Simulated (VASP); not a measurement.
Input of a VASP 6.6.1 run:

Contents of INCAR:

```
SYSTEM = ZrS
PREC = Accurate
ENCUT = 520
EDIFF = 1E-7
ISMEAR = 0
SIGMA = 0.15
LREAL = .False.
LASPH = .True.
NELM = 80
ALGO = Normal
ISIF = 2
LWAVE = .False.
LCHARG = .True.
GGA = PS
LELF = .True.
LVHAR = .True.
NBANDS = 16
```

Contents of KPOINTS:

```
Automatic mesh
0
Gamma
  16 16 16
  0 0 0
```

POSCAR

```
ZrS
1.0
    0.3235277427      2.7548484548      2.7548484548
    2.7548484548      0.3235277427      2.7548484548
    2.7548484548      2.7548484548      0.3235277427
Zr S
1 1
Direct
    0.0000000000      0.0000000000      0.0000000000
    0.5000000000      0.5000000000      0.5000000000
```

Potentials or basis: VASP PAW PBE potentials, release 64 (Zr_sv, S).

Run with:

```console
$ cat potpaw_PBE.64/Zr_sv/POTCAR potpaw_PBE.64/S/POTCAR > POTCAR
$ mpirun -np 1 vasp_std > vasp.out
```

**Question.** What does it give for the pressure?

**Answer.** 0.7 GPa.

**Question.** Estimate the band gap on the k mesh.

**Answer.** Zero (bands 9 and 10 overlap by 1.82 eV).

Stress tensor (GPa, compression positive):
```
 0.68 -1.83 -1.83
-1.83  0.68 -1.83
-1.83 -1.83  0.68
```

Caveat: the PAW data sets were made with another functional, which shifts forces and pressure a little.
